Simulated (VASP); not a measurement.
# Al2Cu (I4/mcm) in VASP: a series of runs

The runs below take Al2Cu through single point, with PBE.

Everything below comes from runs of VASP 6.6.1. Logs are shortened: lines on timing, memory, paths and dates and some standing lists are left out, and cuts for length are marked.

**1. The cell of the first run**

It takes space group I4/mcm (No. 140, tetragonal). The conventional cell has a = 5.810 Å, b = 5.810 Å, c = 4.834 Å, α = 90.00°, β = 90.00°, γ = 90.00°. Within 3.3 Å of Al (site symmetry m2m) lie 4 Cu at 2.50 Å and 11 Al at 2.61 to 3.09 Å. Within 3.2 Å of Cu (site symmetry 422) lie 2 Cu at 2.42 Å and 8 Al at 2.50 Å.

**2. Single point, PBE**

The input, INCAR:

```
SYSTEM = Al2Cu
PREC = Accurate
ENCUT = 520
EDIFF = 1E-6
ISMEAR = 0
SIGMA = 0.15
LREAL = .False.
LASPH = .True.
NELM = 60
ALGO = Fast
ISIF = 2
LWAVE = .False.
LCHARG = .False.
GGA = PE
NBANDS = 26
```

The input, KPOINTS:

```
Automatic mesh
0
Gamma
  10 10 10
  0 0 0
```

The input, POSCAR:

```
Al2Cu
1.0
   -2.9051000000      2.9051000000      2.4168500000
    2.9051000000     -2.9051000000      2.4168500000
    2.9051000000      2.9051000000     -2.4168500000
Al Cu
4 2
Direct
    0.1587211657      0.6587211657      0.8174423314
    0.6587211657      0.8412788343      0.5000000000
    0.8412788343      0.3412788343      0.1825576686
    0.3412788343      0.1587211657      0.5000000000
    0.7500000000      0.7500000000      0.0000000000
    0.2500000000      0.2500000000      0.0000000000
```

Potentials or basis: VASP PAW PBE potentials, release 64 (Al, Cu).

Command:

```bash
$ cat potpaw_PBE.64/Al/POTCAR potpaw_PBE.64/Cu/POTCAR > POTCAR
$ mpirun -np 1 vasp_std > vasp.out
```

OUTCAR:

```text
SYSTEM = Al2Cu
   PREC = Accurate
   ENCUT = 520
   EDIFF = 1E-6
   ISMEAR = 0
   LREAL = .False.
   LASPH = .True.
   NELM = 60
   ISIF = 2
   GGA = PE

 ion  position               nearest neighbor table
   1  0.159  0.659  0.817-   5 2.50   6 2.50   5 2.50   6 2.50   3 2.61   3 2.84   3 2.84   2 3.04
                             4 3.04   4 3.04   2 3.04   2 3.09   4 3.09   4 3.09   2 3.09
   2  0.659  0.841  0.500-   6 2.50   5 2.50   5 2.50   6 2.50   4 2.61   4 2.84   4 2.84   1 3.04
                             3 3.04   1 3.04   3 3.04   1 3.09   3 3.09   3 3.09   1 3.09
   3  0.841  0.341  0.183-   5 2.50   6 2.50   5 2.50   6 2.50   1 2.61   1 2.84   1 2.84   4 3.04
                             2 3.04   2 3.04   4 3.04   4 3.09   2 3.09   4 3.09   2 3.09
   4  0.341  0.159  0.500-   5 2.50   6 2.50   6 2.50   5 2.50   2 2.61   2 2.84   2 2.84   1 3.04
                             3 3.04   1 3.04   3 3.04   1 3.09   3 3.09   1 3.09   3 3.09
   5  0.750  0.750  0.000-   6 2.42   6 2.42   1 2.50   2 2.50   3 2.50   4 2.50   2 2.50   4 2.50
                             1 2.50   3 2.50
   6  0.250  0.250  0.000-   5 2.42   5 2.42   1 2.50   3 2.50   4 2.50   3 2.50   4 2.50   1 2.50
                             2 2.50   2 2.50

  LATTYP: Found a body centered tetragonal cell.
 ALAT       =     5.8102000000
 C/A-ratio  =     0.8319334963

  Lattice vectors:

 A1 = (  -2.9051000000,   2.9051000000,   2.4168500000)
 A2 = (   2.9051000000,  -2.9051000000,   2.4168500000)
 A3 = (   2.9051000000,   2.9051000000,  -2.4168500000)

Analysis of symmetry for initial positions (statically):
=====================================================================
 Subroutine PRICEL returns:
 Original cell was already a primitive cell.

 Routine SETGRP: Setting up the symmetry group for a
 body centered tetragonal supercell.

 Subroutine GETGRP returns: Found 16 space group operations
 (whereof  8 operations were pure point group operations)
 out of a pool of 16 trial point group operations.

The static configuration has the point symmetry C_4h.
 The point group associated with its full space group is D_4h.

Analysis of symmetry for dynamics (positions and initial velocities):
=====================================================================
 Subroutine PRICEL returns:
 Original cell was already a primitive cell.

 Routine SETGRP: Setting up the symmetry group for a
 body centered tetragonal supercell.

 Subroutine GETGRP returns: Found 16 space group operations
 (whereof  8 operations were pure point group operations)
 out of a pool of 16 trial point group operations.

The dynamic configuration has the point symmetry C_4h.
 The point group associated with its full space group is D_4h.

 Subroutine INISYM returns: Found 16 space group operations
 (whereof  8 operations are pure point group operations),
 and found     1 'primitive' translations

----------------------------------------------------------------------------------------

                                     Primitive cell

  volume of cell :      81.5890

  direct lattice vectors                    reciprocal lattice vectors
    -2.905100000  2.905100000  2.416850000     0.000000000  0.172111115  0.206880857
     2.905100000 -2.905100000  2.416850000     0.172111115  0.000000000  0.206880857
     2.905100000  2.905100000 -2.416850000     0.172111115  0.172111115  0.000000000

  length of vectors
     4.766589550  4.766589550  4.766589550     0.269113220  0.269113220  0.243401873

  position of ions in fractional coordinates (direct lattice)
     0.158721166  0.658721166  0.817442331
     0.658721166  0.841278834  0.500000000
     0.841278834  0.341278834  0.182557669
     0.341278834  0.158721166  0.500000000
     0.750000000  0.750000000  0.000000000
     0.250000000  0.250000000  0.000000000

  ion indices of the primitive-cell ions
   primitive index   ion index
                 1           1
                 2           2
                 3           3
                 4           4
                 5           5
                 6           6

----------------------------------------------------------------------------------------

 KPOINTS: Automatic mesh

Automatic generation of k-mesh.
 Grid dimensions read from file:
 generate k-points for:   10   10   10

 Generating k-lattice:

  Cartesian coordinates                     Fractional coordinates (reciprocal lattice)
     0.000000000  0.017211111  0.020688086     0.100000000  0.000000000  0.000000000
     0.017211111  0.000000000  0.020688086     0.000000000  0.100000000  0.000000000
     0.017211111  0.017211111  0.000000000     0.000000000  0.000000000  0.100000000

  Length of vectors
     0.026911322  0.026911322  0.024340187

  Shift w.r.t. Gamma in fractional coordinates (k-lattice)
     0.000000000  0.000000000  0.000000000

 Subroutine IBZKPT returns following result:
 ===========================================

 Found    102 irreducible k-points:

 Following reciprocal coordinates:
            Coordinates               Weight
  0.000000  0.000000  0.000000      1.000000
  0.100000 -0.000000  0.000000      8.000000
  0.200000 -0.000000  0.000000      8.000000
  0.300000 -0.000000  0.000000      8.000000
  0.400000 -0.000000  0.000000      8.000000
  0.500000 -0.000000  0.000000      4.000000
[... 16 lines left out ...]
  0.300000  0.300000  0.000000      8.000000
  0.400000  0.300000  0.000000     16.000000
 [... further k-points ...]
   k-points           NKPTS =    102   k-points in BZ     NKDIM =    102   number of bands    NBANDS=     26
   number of dos      NEDOS =    301   number of ions     NIONS =      6
   total plane-waves  NPLWV =  46656
   dimension x,y,z NGX =    36 NGY =   36 NGZ =   36
   dimension x,y,z NGXF=    72 NGYF=   72 NGZF=   72
   ions per type =               4   2
   NGX,Y,Z   is equivalent  to a cutoff of  12.56, 12.56, 12.56 a.u.
   NGXF,Y,Z  is equivalent  to a cutoff of  25.11, 25.11, 25.11 a.u.
 SYSTEM =  Al2Cu
   PREC   = accura    normal or accurate (medium, high low for compatibility)
   ISTART =      0    job   : 0-new  1-cont  2-samecut
   ICHARG =      2    charge: 1-file 2-atom 10-const
   ISPIN  =      1    spin polarized calculation?
   LNONCOLLINEAR =      F non collinear calculations
   LSORBIT =      F    spin-orbit coupling
   LASPH  =      T    aspherical Exc in radial PAW
   ENCUT  =  520.0 eV  38.22 Ry    6.18 a.u.   8.86  8.86  8.86*2*pi/ulx,y,z
   NELM   =     60;   NELMIN=  2; NELMDL= -5     # of ELM steps
   EDIFF  = 0.1E-05   stopping-criterion for ELM
   LREAL  =      F    real-space projection
   EDIFFG = 0.1E-04   stopping-criterion for IOM
   NSW    =      0    number of steps for IOM
   IBRION =     -1    ionic relax: 0-MD 1-quasi-New 2-CG
   NFREE  =      0    steps in history (QN), initial steepest desc. (CG)
   ISIF   =      2    stress and relaxation
   ISYM   =      2    0-nonsym 1-usesym 2-fastsym
   POTIM  = 0.5000    time-step for ionic-motion
   TEBEG  =    0.0;   TEEND  =   0.0 temperature during run
   PSTRESS=    0.0 pullay stress
   NELECT =      34.0000    total number of electrons
   NUPDOWN=      -1.0000    fix difference up-down
   EMIN   =  10.00;   EMAX   =-10.00  energy-range for DOS
   EFERMI =   0.00;   METHOD = LEGACY
   ISMEAR =     0;   SIGMA  =   0.15  broadening in eV -4-tet -1-fermi 0-gaus
   EFERMI_NEDOS =   21; number of points for ismear=-14 and -15
   IALGO  =     68    algorithm
   IMIX   =      4    mixing-type and parameters
     AMIX     =   0.40;   BMIX     =  1.00
     AMIX_MAG =   1.60;   BMIX_MAG =  1.00
  volume/ion in A,a.u.               =      13.60        91.77
  Fermi-wavevector in a.u.,A,eV,Ry     =   1.222805  2.310766 20.344137  1.495252
  Thomas-Fermi vector in A             =   2.357939
   LORBIT       =      0    0 simple, 1 ext, 2 COOP (PROOUT), +10 PAW based schemes
   GGA     = PE    functional components
   LHFCALC =     F    Hartree Fock is set to
   AEXX    =    0.0000 exact exchange contribution
   IVDW    =     0    specifies the selected vdW correction
   LEPSILON=     F    determine dielectric tensor
   LRPA    =     F    only Hartree local field effects (RPA)
 non-spin polarized calculation
 RMM-DIIS sequential band-by-band and
 Gauss-broadening in eV      SIGMA  =   0.15
  energy-cutoff  :      520.00
  volume of cell :       81.59
 maximum number of plane-waves:      2224
   NGX = 17   NGY = 17   NGZ = 17

 number of electron      34.0000018 magnetization

 Free energy of the ion-electron system (eV)
  ---------------------------------------------------
  ext. energy  EPLUGINS =         0.00000000
  ---------------------------------------------------
  free energy    TOTEN  =       -23.10352406 eV

  energy without entropy =      -23.08484825  energy(sigma->0) =      -23.09418616

 E-fermi :   8.9961     XC(G=0): -11.2476

 val. band max:        8.9927842663   @ k =  -0.4000   0.2000  -0.0000
 cond. band min:       9.0266456276   @ k =   0.4000   0.2000   0.1000
 fundamental gap:      0.0338613613
 Fermi energy:         8.9961116871

 k-point     1 :       0.0000    0.0000    0.0000
  band No.  band energies     occupation
      1      -2.3914      2.00000
      2       3.3261      2.00000
      3       3.4378      2.00000
      4       3.4378      2.00000
      5       3.5573      2.00000
      6       4.4767      2.00000
[... 18 lines left out ...]
     25      14.9822      0.00000
     26      15.5904      0.00000

 k-point     2 :       0.1000   -0.0000    0.0000
  band No.  band energies     occupation
      1      -2.2821      2.00000
      2       3.3196      2.00000
      3       3.4127      2.00000
      4       3.4351      2.00000
      5       3.5814      2.00000
      6       4.4594      2.00000
[... 18 lines left out ...]
     25      15.1042      0.00000
     26      15.9074      0.00000

 k-point     3 :       0.2000   -0.0000    0.0000
  band No.  band energies     occupation
      1      -1.9554      2.00000
      2       3.2102      2.00000
      3       3.3061      2.00000
      4       3.4258      2.00000
      5       3.6457      2.00000
      6       4.3229      2.00000
[... 572 lines left out ...]
 k-point    23 :       0.3000    0.3000    0.0000
  band No.  band energies     occupation
      1       0.6300      2.00000
      2       1.0400      2.00000
      3       1.1049      2.00000
      4       3.2490      2.00000
      5       4.0892      2.00000
      6       4.1097      2.00000
[... 18 lines left out ...]
     25      15.5444      0.00000
     26      16.0735      0.00000

 k-point    24 :       0.4000    0.3000    0.0000
  band No.  band energies     occupation
      1       0.1217      2.00000
      2       0.9532      2.00000
      3       1.6437      2.00000
      4       3.3282      2.00000
      5       3.9201      2.00000
      6       4.0524      2.00000
[... 18 lines left out ...]
     25      16.5415      0.00000
     26      16.7991      0.00000

 [... further k-points ...]
[... 5 lines left out ...]
  --------------------------------------------------------------------------------------
  -------------------------------------------------------------------------------------
  Total        6.7697688      6.7697688      4.2146520      0.0000000      0.0000000      0.0000000
  in kB      132.9390461    132.9390461     82.7638039      0.0000000      0.0000000      0.0000000
  external PRESSURE =     116.2139653 kB  Pullay stress =       0.0000000 kB

 VOLUME and BASIS-vectors are now :
 -----------------------------------------------------------------------------
  energy-cutoff  :      520.00
  volume of cell :       81.59
      direct lattice vectors                 reciprocal lattice vectors
    -2.905100000  2.905100000  2.416850000     0.000000000  0.172111115  0.206880857
     2.905100000 -2.905100000  2.416850000     0.172111115  0.000000000  0.206880857
     2.905100000  2.905100000 -2.416850000     0.172111115  0.172111115  0.000000000

 POSITION                                       TOTAL-FORCE (eV/Angst)
 -----------------------------------------------------------------------------------
      3.82730      0.92220      0.00000         0.027196      0.027196      0.000000
      1.98290      0.92220      2.41685        -0.027196      0.027196     -0.000000
     -0.92220      1.98290      2.41685        -0.027196     -0.027196     -0.000000
      0.92220      1.98290      0.00000         0.027196     -0.027196     -0.000000
      0.00000      0.00000      3.62528        -0.000000     -0.000000     -0.000000
      0.00000      0.00000      1.20843        -0.000000      0.000000     -0.000000
 -----------------------------------------------------------------------------------
    total drift:                                0.000000     -0.000000      0.000000

  FREE ENERGIE OF THE ION-ELECTRON SYSTEM (eV)
  ---------------------------------------------------
  free  energy   TOTEN  =       -23.1035240640 eV

  energy  without entropy=      -23.0848482461  energy(sigma->0) =      -23.09418616
```

Wall time 4 min (1 thread of Intel Xeon 6975P-C, shared host); peak memory 0.33 GiB.

What came out:

| Item | Value |
| --- | --- |
| Free energy | -23.1035 eV |
| Pressure | 11.6 GPa |
| Largest force | 0.038 eV/Å |
| Band gap on the k mesh | zero (band 17 reaches 11.57 eV, above the bottom of band 18 at 7.30 eV) |

Forces in eV/Å, atoms in the order of the input:
```
Al   0.027  0.027  0.000
Al  -0.027  0.027  0.000
Al  -0.027 -0.027  0.000
Al   0.027 -0.027  0.000
Cu   0.000  0.000  0.000
Cu   0.000  0.000  0.000
```

**3. Single point, PBE**

The input, INCAR:

```
PREC = Accurate
ENCUT = 520
EDIFF = 1E-6
ISMEAR = 0
SIGMA = 0.15
LREAL = F
LASPH = T
NELM = 60
ALGO = Fast
ISIF = 2
LWAVE = F
LCHARG = F
GGA = PE
NBANDS = 26
```

The input, KPOINTS:

```
regular mesh
0
Gamma
  10 10 10
```

POSCAR: that of step 2 with these lines changed.

```diff
@@ -2,5 +2,5 @@
 1.0
-   -2.9051000000      2.9051000000      2.4168500000
-    2.9051000000     -2.9051000000      2.4168500000
-    2.9051000000      2.9051000000     -2.4168500000
+   -2.9656500000      2.9656500000      2.3192000000
+    2.9656500000     -2.9656500000      2.3192000000
+    2.9656500000      2.9656500000     -2.3192000000
 Al Cu
```

Potentials or basis: VASP PAW PBE potentials, release 64 (Al, Cu).

Command:

```bash
$ cat potpaw_PBE.64/Al/POTCAR potpaw_PBE.64/Cu/POTCAR > POTCAR
$ mpirun -np 1 vasp_std > vasp.out
```

Wall time 3.6 min (1 thread of Intel Xeon 6975P-C, shared host); peak memory 0.33 GiB.

The run converged. Its results:

| Quantity | Value |
| --- | --- |
| Free energy | -23.1004 eV |
| Pressure | 11.5 GPa |
| Largest force | 0.176 eV/Å |
| Band gap on the k mesh | zero (band 17 reaches 11.90 eV, above the bottom of band 18 at 6.97 eV) |

Forces in eV/Å, atoms in the order of the input:
```
Al  -0.125 -0.125  0.000
Al   0.125 -0.125  0.000
Al   0.125  0.125  0.000
Al  -0.125  0.125  0.000
Cu   0.000  0.000  0.000
Cu   0.000  0.000  0.000
```

Stress tensor (GPa, compression positive):
```
 9.70  0.00  0.00
 0.00  9.70  0.00
 0.00  0.00 15.24
```

Levels at points of the mesh, in eV from the Fermi level:
```csv
k point,band 14,band 15,band 16,band 17,band 18,band 19,band 20,band 21
"(0.00, 0.00, 0.00)",-2.33,-1.38,-1.34,-1.34,-1.02,-0.09,0.01,1.80
"(0.50, 0.00, 0.00)",-3.39,-2.83,-2.83,0.08,0.08,4.05,4.05,4.31
"(0.50, 0.50, 0.00)",-2.83,-1.86,-1.63,-0.77,-0.57,0.62,1.13,4.61
"(0.50, 0.50, 0.50)",-3.44,-3.44,-1.85,2.79,2.96,2.96,3.37,4.59
```
